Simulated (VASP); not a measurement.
# ScF3 (P4/mmm) in VASP: further runs, part 2 of 2

VASP 6.6.1. Earlier steps stand in the parts before.

### Step 3. Single point, LDA (strain +0.040 along x and y, +0.000 along z)

INCAR

```
PREC     = Accurate       # precision mode
ENCUT    = 520            # plane-wave cutoff, eV
EDIFF    = 1E-6           # SCF threshold, eV
ISMEAR   = 0              # smearing method
SIGMA    = 0.05           # smearing width, eV
LREAL    = F              # projectors in reciprocal space
LASPH    = T              # aspherical terms in the spheres
NELM     = 100            # most SCF steps
ALGO     = Normal         # electronic algorithm
ISIF     = 2              # what is computed and relaxed
LWAVE    = F              # write WAVECAR
LCHARG   = F              # write CHGCAR
GGA      = CA             # functional
NBANDS   = 24             # bands
```

KPOINTS

```
regular mesh
0
Gamma
  6 6 6
```

POSCAR

```
ScF3
1.0
    4.1729480000      0.0000000000      0.0000000000
    0.0000000000      4.1729480000      0.0000000000
    0.0000000000      0.0000000000      4.0124500000
Sc F
1 3
Direct
    0.0000000000      0.0000000000      0.0000000000
    0.5000000000      0.0000000000      0.0000000000
    0.0000000000      0.5000000000      0.0000000000
    0.0000000000      0.0000000000      0.5000000000
```

Potentials or basis: VASP PAW LDA potentials, release 64 (Sc_sv, F).

On the command line:

```console
cat potpaw_LDA.64/Sc_sv/POTCAR potpaw_LDA.64/F/POTCAR > POTCAR
mpirun -np 1 vasp_std > vasp.out
```

OUTCAR:

```text
PREC = Accurate
   ENCUT = 520
   EDIFF = 1E-6
   ISMEAR = 0
   LREAL = F
   LASPH = T
   NELM = 100
   ISIF = 2
   GGA = CA

 ion  position               nearest neighbor table
   1  0.000  0.000  0.000-   4 2.01   4 2.01   2 2.09   3 2.09   3 2.09   2 2.09
   2  0.500  0.000  0.000-   1 2.09   1 2.09
   3  0.000  0.500  0.000-   1 2.09   1 2.09
   4  0.000  0.000  0.500-   1 2.01   1 2.01

  LATTYP: Found a simple tetragonal cell.
 ALAT       =     4.1729480000
 C/A-ratio  =     0.9615384615

  Lattice vectors:

 A1 = (   4.1729480000,   0.0000000000,   0.0000000000)
 A2 = (   0.0000000000,   4.1729480000,   0.0000000000)
 A3 = (   0.0000000000,   0.0000000000,   4.0124500000)

Analysis of symmetry for initial positions (statically):
=====================================================================
 Subroutine PRICEL returns:
 Original cell was already a primitive cell.

 Routine SETGRP: Setting up the symmetry group for a
 simple tetragonal supercell.
[... 163 lines left out ...]

 Free energy of the ion-electron system (eV)
  ---------------------------------------------------
  ext. energy  EPLUGINS =         0.00000000
  ---------------------------------------------------
  free energy    TOTEN  =       -29.35922104 eV

  energy without entropy =      -29.35922104  energy(sigma->0) =      -29.35922104

 E-fermi :  -3.8349     XC(G=0):  -8.5280

 val. band max:       -4.0636049244   @ k =   0.5000   0.5000   0.5000
 cond. band min:       1.5792369457   @ k =   0.0000   0.0000   0.0000
 fundamental gap:      5.6428418701
 Fermi energy:        -3.8349135287

 k-point     1 :       0.0000    0.0000    0.0000
  band No.  band energies     occupation
      1     -50.0104      2.00000
      2     -29.0392      2.00000
      3     -28.9563      2.00000
      4     -28.9563      2.00000
      5     -23.9752      2.00000
      6     -23.3878      2.00000
[... 637 lines left out ...]
     23       7.4463      0.00000
     24       9.4657      0.00000

 [... further k-points ...]
[... 5 lines left out ...]
  --------------------------------------------------------------------------------------
  -------------------------------------------------------------------------------------
  Total       -4.7246233     -4.7246233     -1.4729288      0.0000000      0.0000000      0.0000000
  in kB     -108.3383429   -108.3383429    -33.7751087      0.0000000      0.0000000      0.0000000
  external PRESSURE =     -83.4839315 kB  Pullay stress =       0.0000000 kB

 VOLUME and BASIS-vectors are now :
 -----------------------------------------------------------------------------
  energy-cutoff  :      520.00
  volume of cell :       69.87
      direct lattice vectors                 reciprocal lattice vectors
     4.172948000  0.000000000  0.000000000     0.239638740  0.000000000  0.000000000
     0.000000000  4.172948000  0.000000000     0.000000000  0.239638740  0.000000000
     0.000000000  0.000000000  4.012450000     0.000000000  0.000000000  0.249224289

 POSITION                                       TOTAL-FORCE (eV/Angst)
 -----------------------------------------------------------------------------------
      0.00000      0.00000      0.00000         0.000000      0.000000      0.000000
      2.08647      0.00000      0.00000         0.000000      0.000000      0.000000
      0.00000      2.08647      0.00000         0.000000      0.000000      0.000000
      0.00000      0.00000      2.00623         0.000000      0.000000      0.000000
 -----------------------------------------------------------------------------------
    total drift:                                0.000000      0.000000     -0.000000

  FREE ENERGIE OF THE ION-ELECTRON SYSTEM (eV)
  ---------------------------------------------------
  free  energy   TOTEN  =       -29.3592210445 eV

  energy  without entropy=      -29.3592210445  energy(sigma->0) =      -29.35922104
```

OSZICAR:

```text
N       E                     dE             d eps       ncg     rms          rms(c)
DAV:   1     0.394838432549E+03    0.39484E+03   -0.15168E+04  1936   0.136E+03
DAV:   2     0.154296644913E+01   -0.39330E+03   -0.37143E+03  2536   0.423E+02
DAV:   3    -0.334084745123E+02   -0.34951E+02   -0.34590E+02  2776   0.150E+02
DAV:   4    -0.341190451827E+02   -0.71057E+00   -0.71009E+00  2360   0.203E+01
DAV:   5    -0.341361574221E+02   -0.17112E-01   -0.17102E-01  2632   0.303E+00    0.147E+01
DAV:   6    -0.295913312075E+02    0.45448E+01   -0.12915E+01  2912   0.485E+01    0.632E+00
DAV:   7    -0.294391099323E+02    0.15222E+00   -0.84425E-01  2408   0.685E+00    0.361E+00
DAV:   8    -0.293669215377E+02    0.72188E-01   -0.30691E-01  2920   0.608E+00    0.751E-01
DAV:   9    -0.293678533972E+02   -0.93186E-03   -0.15131E-01  2176   0.276E+00    0.902E-01
DAV:  10    -0.293591877097E+02    0.86657E-02   -0.31250E-02  2656   0.161E+00    0.220E-01
DAV:  11    -0.293591682405E+02    0.19469E-04   -0.14780E-03  2776   0.456E-01    0.279E-02
DAV:  12    -0.293592193324E+02   -0.51092E-04   -0.67768E-05  2680   0.834E-02    0.134E-02
DAV:  13    -0.293592212629E+02   -0.19305E-05   -0.50202E-06  2304   0.179E-02    0.159E-02
DAV:  14    -0.293592210445E+02    0.21842E-06   -0.54769E-06  2424   0.239E-02
   1 F= -.29359221E+02 E0= -.29359221E+02  d E =-.396770E-12
```

stdout:

```text
POSCAR found type information on POSCAR ScF
 POSCAR found :  2 types and       4 ions
 scaLAPACK will be used
 LDA part: xc-table for (Slater(with rela. corr.)+CA(PZ))
 , standard interpolation
 POSCAR, INCAR and KPOINTS ok, starting setup
 FFT: planning ... GRIDC
 FFT: planning ... GRID_SOFT
 FFT: planning ... GRID
 WAVECAR not read
 entering main loop
```

Wall time 25 s (1 thread of Intel Xeon 6975P-C (Granite Rapids), shared host); peak memory 0.18 GiB.

What came out:

- Free energy: -29.3592 eV
- Pressure: -8.3 GPa
- Band gap on the k mesh: 5.64 eV, indirect (least direct gap 6.12 eV)

Stress tensor (GPa, compression positive):
```
-10.83   0.00   0.00
  0.00 -10.83   0.00
  0.00   0.00  -3.38
```

Caveat: the cell differs from its parent crystal (strain +0.040 along x and y, +0.000 along z). A k mesh can miss the band edges.

### Step 4. Single point, LDA (strain +0.040 along x and y, +0.080 along z)

INCAR

```
SYSTEM = ScF3
PREC     = Accurate       ! precision mode
ENCUT    = 520            ! plane-wave cutoff, eV
EDIFF    = 1E-6           ! SCF threshold, eV
ISMEAR   = 0              ! smearing method
SIGMA    = 0.05           ! smearing width, eV
LREAL    = .False.        ! projectors in reciprocal space
LASPH    = .True.         ! aspherical terms in the spheres
NELM     = 80             ! most SCF steps
ALGO     = Normal         ! electronic algorithm
ISIF     = 2              ! what is computed and relaxed
LWAVE    = .False.        ! write WAVECAR
LCHARG   = .False.        ! write CHGCAR
GGA      = CA             ! functional
NBANDS   = 24             ! bands
```

KPOINTS

```
regular mesh
0
Gamma
  6 6 6
  0 0 0
```

POSCAR, as its differences from that of step 3:

```diff
@@ -4,3 +4,3 @@
     0.0000000000      4.1729480000      0.0000000000
-    0.0000000000      0.0000000000      4.0124500000
+    0.0000000000      0.0000000000      4.3334460000
 Sc F
```

On the command line:

```console
cat potpaw_LDA.64/Sc_sv/POTCAR potpaw_LDA.64/F/POTCAR > POTCAR
mpirun -np 1 vasp_std > vasp.out
```

It took 25 s on 1 thread of Intel Xeon 6975P-C (Granite Rapids), shared host; peak memory 0.19 GiB.

The run converged. Its results:

```yaml
Free_energy: -29.0015 eV
Pressure: -12.5 GPa
Band_gap_on_the_k_mesh: 5.27 eV, indirect (least direct gap 5.55 eV)
```

Stress tensor (GPa, compression positive):
```
-10.94   0.00   0.00
  0.00 -10.94   0.00
  0.00   0.00 -15.62
```

Levels at points of the mesh, in eV from the valence-band top:
```
           k point  band 13  band 14  band 15  band 16  band 17  band 18  band 19  band 20
(0.00, 0.00, 0.00)    -0.73    -0.60    -0.29    -0.29     5.27     5.28     5.28     6.36
(0.50, 0.00, 0.00)    -1.13    -0.64    -0.47    -0.28     5.31     5.99     6.01     6.44
(0.50, 0.50, 0.00)    -1.20    -0.53    -0.53    -0.24     6.03     6.03     6.54     6.87
(0.00, 0.00, 0.50)    -0.72    -0.72    -0.64    -0.64     5.29     5.86     5.86     6.59
(0.50, 0.00, 0.50)    -1.04    -1.01    -0.62    -0.01     5.88     6.01     6.43     7.08
(0.50, 0.50, 0.50)    -1.84    -0.24     0.00     0.00     6.46     6.46     6.56     8.61
```

Caveat: the cell differs from its parent crystal (strain +0.040 along x and y, +0.080 along z).

### Step 5. Single point, LDA (strain +0.080 along x and y, +0.040 along z)

INCAR

```
SYSTEM = ScF3
  PREC = Accurate
  ENCUT = 520
  EDIFF = 1E-6
  ISMEAR = 0
  SIGMA = 0.05
  LREAL = .FALSE.
  LASPH = .TRUE.
  NELM = 100
  ALGO = Normal
  ISIF = 2
  LWAVE = .FALSE.
  LCHARG = .TRUE.
  GGA = CA
  LELF = .TRUE.
  LVHAR = .TRUE.
  NBANDS = 24
```

KPOINTS

```
regular mesh
0
G
  6 6 6
  0 0 0
```

POSCAR

```
ScF3
1.0
    4.3334460000      0.0000000000      0.0000000000
    0.0000000000      4.3334460000      0.0000000000
    0.0000000000      0.0000000000      4.1729480000
Sc F
1 3
Direct
    0.0000000000      0.0000000000      0.0000000000
    0.5000000000      0.0000000000      0.0000000000
    0.0000000000      0.5000000000      0.0000000000
    0.0000000000      0.0000000000      0.5000000000
```

On the command line:

```console
cat potpaw_LDA.64/Sc_sv/POTCAR potpaw_LDA.64/F/POTCAR > POTCAR
mpirun -np 1 vasp_std > vasp.out
```

Wall time 26 s (1 thread of Intel Xeon 6975P-C (Granite Rapids), shared host); peak memory 0.19 GiB.

It converged, with:

```yaml
Free_energy: -28.7612 eV
Pressure: -14.0 GPa
Band_gap_on_the_k_mesh: 5.04 eV, indirect (least direct gap 5.44 eV)
```

Stress tensor (GPa, compression positive):
```
-15.49   0.00   0.00
  0.00 -15.49   0.00
  0.00   0.00 -11.00
```

Levels at points of the mesh, in eV from the valence-band top:
| k point | band 13 | band 14 | band 15 | band 16 | band 17 | band 18 | band 19 | band 20 |
| --- | --- | --- | --- | --- | --- | --- | --- | --- |
| (0.00, 0.00, 0.00) | -0.51 | -0.43 | -0.43 | -0.40 | 5.04 | 5.04 | 5.05 | 6.04 |
| (0.50, 0.00, 0.00) | -0.81 | -0.80 | -0.61 | -0.45 | 5.06 | 5.61 | 5.63 | 6.17 |
| (0.50, 0.50, 0.00) | -1.18 | -0.79 | -0.79 | 0.00 | 5.63 | 5.63 | 6.07 | 6.77 |
| (0.00, 0.00, 0.50) | -0.92 | -0.50 | -0.42 | -0.42 | 5.08 | 5.76 | 5.76 | 6.07 |
| (0.50, 0.00, 0.50) | -0.80 | -0.70 | -0.67 | -0.17 | 5.65 | 5.78 | 6.18 | 6.56 |
| (0.50, 0.50, 0.50) | -1.61 | -0.17 | -0.17 | 0.00 | 6.10 | 6.20 | 6.20 | 8.17 |

Caveat: the cell differs from its parent crystal (strain +0.080 along x and y, +0.040 along z).

### Step 6. Summary

```tsv
cell	gap on the mesh (eV)	pressure (GPa)
a = 4.012, b = 4.012, c = 4.173 Å, 4 atoms	5.88	-5.5
a = 4.173, b = 4.173, c = 4.012 Å, 4 atoms	5.64	-8.3
a = 4.173, b = 4.173, c = 4.333 Å, 4 atoms	5.27	-12.5
a = 4.333, b = 4.333, c = 4.173 Å, 4 atoms	5.04	-14.0
```

Alike in all rows: task single point; level LDA; potentials or basis VASP PAW LDA potentials, release 64 (Sc_sv, F); no spin polarisation; k mesh 6 × 6 × 6; cutoff (eV) 520; smearing gaussian 0.05 eV.

Absolute energies hang on the potentials; compare differences alone.
